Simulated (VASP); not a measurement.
Input of a VASP 6.6.1 run:

The input INCAR:

```
SYSTEM = HfC
ALGO     = Normal         ! electronic algorithm
EDIFF    = 1E-6           ! SCF threshold, eV
ENCUT    = 600            ! plane-wave cutoff, eV
GGA      = PS             ! functional
GGA_COMPAT= .False.      
ISIF     = 2              ! what is computed and relaxed
ISMEAR   = 0              ! smearing method
LASPH    = .True.         ! aspherical terms in the spheres
LCHARG   = .False.        ! write CHGCAR
LREAL    = .False.        ! projectors in reciprocal space
LWAVE    = .False.        ! write WAVECAR
NBANDS   = 14             ! bands
NELM     = 120            ! most SCF steps
PREC     = Accurate       ! precision mode
SIGMA    = 0.1            ! smearing width, eV
```

File KPOINTS:

```
k-points
0
Gamma
  16 16 16
  0 0 0
```

Contents of POSCAR:

```
HfC
1.0
    0.0000000000      2.3035767108      2.3035767108
    2.3035767108      0.0000000000      2.3035767108
    2.3035767108      2.3035767108      0.0000000000
Hf C
1 1
Direct
    0.0000000000      0.0000000000      0.0000000000
    0.5000000000      0.5000000000      0.5000000000
```

Potentials or basis: VASP PAW PBE potentials, release 64 (Hf_pv, C).

Launch:

```bash
$ cat potpaw_PBE.64/Hf_pv/POTCAR potpaw_PBE.64/C/POTCAR > POTCAR
$ mpirun -np 1 vasp_std > vasp.out
```

Predict the pressure.

-0.4 GPa.

Predict the band gap on the k mesh.

zero (band 7 reaches 7.06 eV, above the bottom of band 8 at 5.60 eV).

Caveat: the PAW data sets were made with another functional, which shifts forces and pressure a little; spin-orbit coupling is left out, which moves the levels of the heavy elements.
